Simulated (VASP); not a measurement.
# LiV (Fm-3m) in VASP: single point with PBE

Aim: the single point of LiV with PBE.

Everything below comes from runs of VASP 6.6.1. Logs are shortened: lines on timing, memory, paths and dates and some standing lists are left out, and cuts for length are marked.

## (1) The cell of the first run

The structure is cubic, space group Fm-3m (No. 225). Conventional cell: a = 4.818 Å, b = 4.818 Å, c = 4.818 Å, α = 90.00°, β = 90.00°, γ = 90.00°. Within 3.2 Å of Li (site symmetry m-3m) lie 6 V at 2.41 Å. V (site symmetry m-3m) has 6 Li at 2.41 Å within 3.2 Å.

## (2) Single point, PBE

Contents of INCAR:

```
SYSTEM = LiV
  PREC = Accurate
  ENCUT = 750
  EDIFF = 1E-6
  ISMEAR = -1
  SIGMA = 0.0145
  LREAL = .FALSE.
  LASPH = .TRUE.
  NELM = 120
  ALGO = Normal
  ISIF = 2
  LWAVE = .FALSE.
  LCHARG = .TRUE.
  GGA = PE
  LELF = .TRUE.
  LVHAR = .TRUE.
  NBANDS = 15
  GGA_COMPAT = .FALSE.
```

Contents of KPOINTS:

```
regular mesh
0
G
  6 6 6
  0 0 0
```

Contents of POSCAR:

```
LiV
1.0
    0.0000000000      2.4091184300      2.4091184300
    2.4091184300      0.0000000000      2.4091184300
    2.4091184300      2.4091184300      0.0000000000
Li V
1 1
Direct
    0.5000000000      0.5000000000      0.5000000000
    0.0000000000      0.0000000000      0.0000000000
```

Potentials or basis: VASP PAW PBE potentials, release 64 (Li_sv, V_sv).

Started as:

```
$ cat potpaw_PBE.64/Li_sv/POTCAR potpaw_PBE.64/V_sv/POTCAR > POTCAR
$ mpirun -np 1 vasp_std > vasp.out
```

OUTCAR:

```text
SYSTEM = LiV
   PREC = Accurate
   ENCUT = 750
   EDIFF = 1E-6
   ISMEAR = -1
   LREAL = .FALSE.
   LASPH = .TRUE.
   NELM = 120
   ISIF = 2
   GGA = PE

 ion  position               nearest neighbor table
   1  0.500  0.500  0.500-   2 2.41   2 2.41   2 2.41   2 2.41   2 2.41   2 2.41
   2  0.000  0.000  0.000-   1 2.41   1 2.41   1 2.41   1 2.41   1 2.41   1 2.41

  LATTYP: Found a face centered cubic cell.
 ALAT       =     4.8182368600

  Lattice vectors:

 A1 = (   0.0000000000,   2.4091184300,   2.4091184300)
 A2 = (   2.4091184300,   0.0000000000,   2.4091184300)
 A3 = (   2.4091184300,   2.4091184300,   0.0000000000)

Analysis of symmetry for initial positions (statically):
=====================================================================
 Subroutine PRICEL returns:
 Original cell was already a primitive cell.

 Routine SETGRP: Setting up the symmetry group for a
 face centered cubic supercell.

 Subroutine GETGRP returns: Found 48 space group operations
 (whereof 48 operations were pure point group operations)
 out of a pool of 48 trial point group operations.

The static configuration has the point symmetry O_h .

Analysis of symmetry for dynamics (positions and initial velocities):
=====================================================================
 Subroutine PRICEL returns:
 Original cell was already a primitive cell.

 Routine SETGRP: Setting up the symmetry group for a
 face centered cubic supercell.

 Subroutine GETGRP returns: Found 48 space group operations
 (whereof 48 operations were pure point group operations)
 out of a pool of 48 trial point group operations.

The dynamic configuration has the point symmetry O_h .

 Subroutine INISYM returns: Found 48 space group operations
 (whereof 48 operations are pure point group operations),
 and found     1 'primitive' translations

----------------------------------------------------------------------------------------

                                     Primitive cell

  volume of cell :      27.9643

  direct lattice vectors                    reciprocal lattice vectors
     0.000000000  2.409118430  2.409118430    -0.207544799  0.207544799  0.207544799
     2.409118430  0.000000000  2.409118430     0.207544799 -0.207544799  0.207544799
     2.409118430  2.409118430  0.000000000     0.207544799  0.207544799 -0.207544799

  length of vectors
     3.407007957  3.407007957  3.407007957     0.359478136  0.359478136  0.359478136

  position of ions in fractional coordinates (direct lattice)
     0.500000000  0.500000000  0.500000000
     0.000000000  0.000000000  0.000000000

[... 77 lines left out ...]
   PSTRESS=    0.0 pullay stress
   NELECT =      16.0000    total number of electrons
   NUPDOWN=      -1.0000    fix difference up-down
   EMIN   =  10.00;   EMAX   =-10.00  energy-range for DOS
   EFERMI =   0.00;   METHOD = LEGACY
   ISMEAR =    -1;   SIGMA  =   0.01  broadening in eV -4-tet -1-fermi 0-gaus
   EFERMI_NEDOS =   21; number of points for ismear=-14 and -15
   IALGO  =     38    algorithm
   IMIX   =      4    mixing-type and parameters
     AMIX     =   0.40;   BMIX     =  1.00
     AMIX_MAG =   1.60;   BMIX_MAG =  1.00
  volume/ion in A,a.u.               =      13.98        94.36
  Fermi-wavevector in a.u.,A,eV,Ry     =   1.359085  2.568299 25.131492  1.847113
  Thomas-Fermi vector in A             =   2.485863
   LORBIT       =      0    0 simple, 1 ext, 2 COOP (PROOUT), +10 PAW based schemes
   GGA     = PE    functional components
   LHFCALC =     F    Hartree Fock is set to
   AEXX    =    0.0000 exact exchange contribution
   IVDW    =     0    specifies the selected vdW correction
   LEPSILON=     F    determine dielectric tensor
   LRPA    =     F    only Hartree local field effects (RPA)
 non-spin polarized calculation
  energy-cutoff  :      750.00
  volume of cell :       27.96
 maximum number of plane-waves:      1315
   NGX = 15   NGY = 15   NGZ = 15

 number of electron      16.0000002 magnetization

 Free energy of the ion-electron system (eV)
  ---------------------------------------------------
  ext. energy  EPLUGINS =         0.00000000
  ---------------------------------------------------
  free energy    TOTEN  =        -8.18238883 eV

  energy without entropy =       -8.17938206  energy(sigma->0) =       -8.18088545

 E-fermi :   5.1533     XC(G=0): -10.5368

 val. band max:        5.1326953598   @ k =  -0.3333   0.1667   0.0000
 cond. band min:       5.1895416154   @ k =   0.5000   0.1667   0.0000
 fundamental gap:      0.0568462556
 Fermi energy:         5.1533090405

 k-point     1 :       0.0000    0.0000    0.0000
  band No.  band energies     occupation
      1     -58.9169      2.00000
      2     -39.6340      2.00000
      3     -32.7195      2.00000
      4     -32.7195      2.00000
      5     -32.7195      2.00000
      6       0.2304      2.00000
      7       5.3907      0.00000
      8       5.3907      0.00000
      9       5.3907      0.00000
     10       5.9367      0.00000
     11       5.9367      0.00000
     12      15.1238      0.00000
     13      15.1238      0.00000
     14      15.1238      0.00000
[... 257 lines left out ...]
      2     -39.6296      2.00000
      3     -32.7814      2.00000
      4     -32.7597      2.00000
      5     -32.7452      2.00000
      6       4.1467      2.00000
      7       4.4065      2.00000
      8       4.4142      2.00000
      9       5.6901      0.00000
     10       6.8154      0.00000
     11       7.7089      0.00000
     12       9.2918      0.00000
     13       9.3372      0.00000
     14      11.8956      0.00000
     15      18.0564      0.00000

------------------------ aborting loop because EDIFF is reached ----------------------------------------

  FORCE on cell =-STRESS in cart. coord.  units (eV):
  Direction    XX          YY          ZZ          XY          YZ          ZX
  --------------------------------------------------------------------------------------
  -------------------------------------------------------------------------------------
  Total       -0.0187117     -0.0187117     -0.0187117      0.0000000     -0.0000000      0.0000000
  in kB       -1.0720584     -1.0720584     -1.0720584      0.0000000     -0.0000000      0.0000000
  external PRESSURE =      -1.0720584 kB  Pullay stress =       0.0000000 kB

 VOLUME and BASIS-vectors are now :
 -----------------------------------------------------------------------------
  energy-cutoff  :      750.00
  volume of cell :       27.96
      direct lattice vectors                 reciprocal lattice vectors
     0.000000000  2.409118430  2.409118430    -0.207544799  0.207544799  0.207544799
     2.409118430  0.000000000  2.409118430     0.207544799 -0.207544799  0.207544799
     2.409118430  2.409118430  0.000000000     0.207544799  0.207544799 -0.207544799

 POSITION                                       TOTAL-FORCE (eV/Angst)
 -----------------------------------------------------------------------------------
      2.40912      2.40912      2.40912        -0.000000      0.000000      0.000000
      0.00000      0.00000      0.00000         0.000000      0.000000     -0.000000
 -----------------------------------------------------------------------------------
    total drift:                                0.000000      0.000000      0.000000

  FREE ENERGIE OF THE ION-ELECTRON SYSTEM (eV)
  ---------------------------------------------------
  free  energy   TOTEN  =        -8.1823888345 eV

  energy  without entropy=       -8.1793820568  energy(sigma->0) =       -8.18088545
```

OSZICAR:

```text
N       E                     dE             d eps       ncg     rms          rms(c)
DAV:   1     0.151829051613E+03    0.15183E+03   -0.97236E+03   480   0.149E+03
DAV:   2    -0.321390692589E+01   -0.15504E+03   -0.15001E+03   480   0.393E+02
DAV:   3    -0.102685224328E+02   -0.70546E+01   -0.65130E+01   840   0.656E+01
DAV:   4    -0.105329162472E+02   -0.26439E+00   -0.26409E+00   540   0.819E+00
DAV:   5    -0.105349605369E+02   -0.20443E-02   -0.20442E-02   669   0.847E-01    0.130E+01
DAV:   6    -0.853726349410E+01    0.19977E+01   -0.76515E+00   494   0.361E+01    0.600E+00
DAV:   7    -0.821104359527E+01    0.32622E+00   -0.14745E+00   487   0.149E+01    0.113E+00
DAV:   8    -0.818513510599E+01    0.25908E-01   -0.43030E-02   564   0.264E+00    0.713E-01
DAV:   9    -0.818235365272E+01    0.27815E-02   -0.11036E-02   501   0.145E+00    0.554E-02
DAV:  10    -0.818236670944E+01   -0.13057E-04   -0.30985E-04   623   0.180E-01    0.279E-02
DAV:  11    -0.818238875602E+01   -0.22047E-04   -0.42224E-05   529   0.479E-02    0.670E-03
DAV:  12    -0.818238883446E+01   -0.78443E-07   -0.12528E-06   463   0.131E-02
   1 F= -.81823888E+01 E0= -.81808854E+01  d E =-.300678E-02
```

stdout:

```text
POSCAR found type information on POSCAR LiV
 POSCAR found :  2 types and       2 ions
 scaLAPACK will be used
 LDA part: xc-table for (Slater+PW92), standard interpolation
 POSCAR, INCAR and KPOINTS ok, starting setup
 FFT: planning ... GRIDC
 FFT: planning ... GRID_SOFT
 FFT: planning ... GRID
 WAVECAR not read
 entering main loop
```

Wall time 22 s (1 thread of Intel Xeon 8259CL, shared host); peak memory 0.17 GiB.

Results:

```yaml
Free_energy: -8.1824 eV
Pressure: -0.1 GPa
Band_gap_on_the_k_mesh: zero (band 8 reaches 5.43 eV, above the bottom of band 9 at 5.09 eV)
```

Caveat: the k points lie up to 0.38 Å⁻¹ apart.
